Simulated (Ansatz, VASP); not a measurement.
## Ir: VASP beside Ansatz

```
CELL_PARAMETERS angstrom
0.00000 1.80219 2.16263
1.80219 0.00000 2.16263
1.80219 1.80219 0.00000
ATOMIC_POSITIONS crystal
Ir 0.00000 0.00000 0.00000
```

Alike in both runs: task single point; functional PBEsol; k mesh 30 × 30 × 30; occupations gaussian, width 0.15 eV; no spin polarisation.

|  | VASP | Ansatz |
| --- | --- | --- |
| version | VASP 6.6.1 | Ansatz 0.2.0 |
| potentials or method | VASP PAW PBE potentials, release 64 (Ir), cutoff 520 eV | scalar-relativistic, plane waves, PAW |
| valence electrons in the cell | 9 | 17 |

|  | VASP | Ansatz | Ansatz less VASP |
| --- | --- | --- | --- |
| gap on the k mesh at the Fermi level (eV) | none | none | - |
| pressure (GPa) | 11.3 | 9.1 | -2.19 |
| traceless stress, the component that is largest in VASP (GPa) | -42.85 | -42.96 | -0.119 |

VASP's potentials were made for PBE, not for PBEsol. A gap of «none» marks a metal or a gap that the smearing closes. The functional is the same, so the differences come from potentials, cutoffs and numerics. VASP's potentials hold 9 valence electrons a cell and Ansatz's 17, so a difference there can come from the potentials and not from the codes.

Neither program's run includes spin-orbit coupling.
